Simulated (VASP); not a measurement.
Set up this calculation in VASP 6.6.1, as the native input.

| Quantity | Value |
| --- | --- |
| Task | single point |
| Functional | PBE |
| Potentials or basis | VASP PAW PBE potentials, release 64 (Ir, Cl) |
| Cutoff | 520 eV |
| k mesh | 10 × 10 × 1 |
| Occupations | gaussian, width 0.1 eV |
| Spin | no spin polarisation |
| Dipole correction | yes |
| Further INCAR settings | ALGO = Normal; EDIFF = 1e-06; NBANDS = 25 |

The structure of Ir3Cl lies in POSCAR:

```
Ir3Cl
1.0
    2.7367600872      0.0000000000      0.0000000000
    0.0000000000      2.7367600872      0.0000000000
    0.0000000000      0.0000000000     19.1883373024
Ir Cl
3 1
Direct
    0.5000000000      0.5000000000      0.2084599586
    0.0000000000      0.0000000000      0.3045662598
    0.5000000000      0.5000000000      0.4006776190
    0.5000000000      0.8333333333      0.5132950884
```

These files were run (other wordings do the same):

INCAR

```
SYSTEM = Ir3Cl
PREC = Accurate
ENCUT = 520
EDIFF = 1E-6
ISMEAR = 0
SIGMA = 0.1
LREAL = .FALSE.
LASPH = .TRUE.
NELM = 60
ALGO = Normal
ISIF = 2
LWAVE = .FALSE.
LCHARG = .FALSE.
LDIPOL = .TRUE.
IDIPOL = 3
DIPOL = 0.5 0.5 0.357
GGA = PE
NBANDS = 25
```

KPOINTS

```
Automatic mesh
0
G
  10 10 1
  0 0 0
```

Potentials or basis: VASP PAW PBE potentials, release 64 (Ir, Cl).

Launch:

```console
$ cat potpaw_PBE.64/Ir/POTCAR potpaw_PBE.64/Cl/POTCAR > POTCAR
$ mpirun -np 1 vasp_std > vasp.out
```

It gave:

The largest force is 0.432 eV/Å and the band gap on the k mesh is zero (bands 17 and 18 overlap by 1.90 eV).

Caveat: spin-orbit coupling is left out, which moves the levels of the heavy elements.

Run time: 110 s on 1 thread of Intel(R) Xeon(R) 6975P-C (Granite Rapids) (shared host), peak memory 0.29 GiB.
